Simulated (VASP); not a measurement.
The system is BiH.

```
CELL_PARAMETERS angstrom
4.36734 0.00000 0.00000
-2.18367 3.78223 0.00000
0.00000 0.00000 4.25391
ATOMIC_POSITIONS crystal
Bi 0.33333 0.66667 0.25000
Bi 0.66667 0.33333 0.75000
H 0.00000 0.00000 0.00000
H 0.00000 0.00000 0.50000
```

| Property | Result |
| --- | --- |
| Program | VASP 6.6.1 |
| Task | relaxation of cell and atoms |
| Functional | PBE |
| Potentials or basis | VASP PAW PBE potentials, release 64 (Bi_d, H) |
| Cutoff | 600 eV |
| k mesh | 6 × 6 × 4 |
| Occupations | gaussian, width 0.1 eV |
| Spin | no spin polarisation |

At the start: pressure -0.5 GPa; volume 17.57 Å³/atom.

Q: Where does the relaxation end?

A: Over 15 steps the energy falls by 45.2 meV/atom and the volume is 17.30 Å³/atom (-1.5 %); space group P6_3/mmc (No. 194, to 0.1 Å) before and after.

The path:
| step | energy change (eV) | largest force (eV/Å) | pressure (GPa) | volume (Å³) |
| --- | --- | --- | --- | --- |
| 1 | 0.0000 | 0.0000 | -0.53 | 70.27 |
| 2 | -0.0158 | 0.0000 | -0.10 | 69.67 |
| 3 | -0.0595 | 0.0000 | 1.59 | 67.84 |
| 4 | -0.0678 | 0.0000 | 5.99 | 63.97 |
| 5 | -0.0827 | 0.0000 | 4.18 | 65.53 |
| 6 | -0.0825 | 0.0000 | 4.65 | 65.10 |
| 7 | -0.0862 | 0.0000 | 4.65 | 65.08 |
| 8 | -0.0955 | 0.0000 | 4.65 | 65.03 |
| 9 | -0.1077 | 0.0000 | 4.75 | 64.90 |
| 10 | -0.1133 | 0.0000 | 4.94 | 64.56 |
| 11 | -0.1308 | 0.0000 | 4.18 | 65.18 |
| 12 | -0.1670 | 0.0000 | 2.11 | 67.05 |
| 13 | -0.1736 | 0.0000 | -1.32 | 70.90 |
| 14 | -0.1808 | 0.0000 | -0.01 | 69.30 |
| 15 | -0.1808 | 0.0000 | 0.06 | 69.21 |

Final structure:
```
CELL_PARAMETERS angstrom
4.02123 0.00000 0.00000
-2.01062 3.48249 0.00000
0.00000 0.00000 4.94193
ATOMIC_POSITIONS crystal
Bi 0.33333 0.66667 0.25000
Bi 0.66667 0.33333 0.75000
H 0.00000 0.00000 0.00000
H 0.00000 0.00000 0.50000
```

Caveat: the k points lie up to 0.32 Å⁻¹ apart in the final cell, too coarse for converged energies and pressures of a metal; a cell axis changed by over 15 % at a fixed basis, so the end point is rough.
